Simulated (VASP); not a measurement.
**Hg2F: relaxation of cell and atoms with PBE**

Crystal: Hg2F.

```
Hg F
1.0
     5.85325    0.00000    0.00000
     0.00000    5.85325    0.00000
     0.00000    0.00000    3.77008
Hg F
4 2
Direct
  0.30600 0.30600 0.00000
  0.19400 0.80600 0.50000
  0.69400 0.69400 0.00000
  0.80600 0.19400 0.50000
  0.00000 0.00000 0.00000
  0.50000 0.50000 0.50000
```

```yaml
Program: VASP 6.6.1
Task: relaxation of cell and atoms
Functional: PBE
Potentials_or_basis: VASP PAW PBE potentials, release 64 (Hg, F)
Cutoff: 600 eV
k_mesh: 4 × 4 × 4
Occupations: gaussian, width 0.1 eV
Spin: no spin polarisation
Dipole_correction: no
Further_INCAR_settings: ALGO = Normal; EDIFF = 1e-06; IBRION = 2; EDIFFG = -0.04; NSW = 90; ISIF = 3
```

The relaxed volume is 23.96 Å³/atom, the relaxed cell is a = 5.318 Å, b = 5.318 Å, c = 5.084 Å, α = 90.00°, β = 90.00°, γ = 90.00° and the space group after relaxing (to 0.1 Å) is P4_2/mnm (No. 136). The energy gained by relaxing is 171.1 meV/atom. The ionic steps are 31. The pressure after relaxing is 0.1 GPa, the largest force after relaxing is 0.012 eV/Å and the band gap on the k mesh is zero (bands 31 and 32 overlap by 2.74 eV).

Forces in eV/Å, atoms in the order of the input:
```
Hg   0.009  0.009  0.000
Hg  -0.009  0.009  0.000
Hg  -0.009 -0.009  0.000
Hg   0.009 -0.009  0.000
F    0.000  0.000  0.000
F    0.000  0.000  0.000
```

Stress tensor (GPa, compression positive):
```
 0.15  0.00  0.00
 0.00  0.15  0.00
 0.00  0.00 -0.11
```

The path:
```csv
step,energy change (eV),largest force (eV/Å),pressure (GPa),volume (Å³)
1,0.0000,0.3718,6.50,129.16
2,-0.4144,0.0823,1.11,146.17
3,-0.4322,0.0084,-0.72,156.70
4,-0.4399,0.0267,-0.24,153.27
5,-0.4400,0.0299,-0.15,152.75
6,-0.4471,0.0132,-0.13,152.34
7,-0.4659,0.0404,-0.05,151.08
8,-0.5043,0.1737,0.31,148.36
9,-0.6099,0.5775,1.66,142.10
10,0.1915,2.7847,9.83,126.91
11,-0.6281,0.6488,1.91,141.04
12,-0.5811,1.1640,3.70,136.09
13,-0.6311,0.7991,2.45,139.40
14,-0.6277,0.8627,2.66,138.76
15,-0.6287,0.8694,2.67,138.74
16,-0.6315,0.8897,2.69,138.66
17,-0.6362,0.9312,2.76,138.51
18,-0.6415,1.0172,2.89,138.18
19,-0.6327,1.2021,3.23,137.45
20,-0.6419,1.0620,2.96,138.01
21,-0.6505,1.0569,2.90,138.17
22,-0.6754,1.0408,2.68,138.66
23,-0.7218,1.0071,2.28,139.64
24,-0.8005,0.9328,1.51,141.59
25,-0.8944,0.7564,0.01,145.41
26,-0.7847,0.2882,-2.68,152.82
27,-0.9046,0.6823,-0.54,146.86
28,-0.9330,0.6023,-0.53,146.46
29,-0.9965,0.3508,-0.32,145.25
30,-1.0155,0.2439,0.48,142.81
31,-1.0265,0.0123,0.06,143.78
```

Final structure:
```
CELL_PARAMETERS angstrom
5.31819 0.00000 0.00000
0.00000 5.31819 0.00000
0.00000 0.00000 5.08359
ATOMIC_POSITIONS crystal
Hg 0.31459 0.31459 0.00000
Hg 0.18541 0.81459 0.50000
Hg 0.68541 0.68541 0.00000
Hg 0.81459 0.18541 0.50000
F 0.00000 0.00000 0.00000
F 0.50000 0.50000 0.50000
```

Levels at points of the mesh, in eV from the Fermi level:
| k point | band 28 | band 29 | band 30 | band 31 | band 32 | band 33 |
| --- | --- | --- | --- | --- | --- | --- |
| (0.00, 0.00, 0.00) | -3.27 | -3.11 | -1.82 | 1.38 | 1.38 | 1.48 |
| (0.50, 0.00, 0.00) | -3.48 | -2.94 | -2.94 | 0.12 | 0.12 | 3.04 |
| (0.50, 0.50, 0.00) | -3.26 | -3.09 | -3.09 | -0.13 | -0.13 | 4.05 |
| (0.00, 0.00, 0.50) | -3.57 | -2.26 | -2.26 | 1.34 | 1.34 | 3.37 |
| (0.50, 0.00, 0.50) | -3.49 | -1.51 | -1.51 | -1.36 | -1.36 | 2.96 |
| (0.50, 0.50, 0.50) | -3.90 | -1.52 | -1.52 | 0.37 | 0.37 | 1.19 |

Wall time 16 min on 1 thread of Intel(R) Xeon(R) 6975P-C (Granite Rapids), with other jobs on the host, peak memory 0.3 GiB.

Caveat: the k points lie up to 0.31 Å⁻¹ apart in the final cell, too coarse for converged energies and pressures of a metal; a cell axis changed by over 15 % at a fixed basis, so the end point is rough; spin-orbit coupling is left out, which moves the levels of the heavy elements.
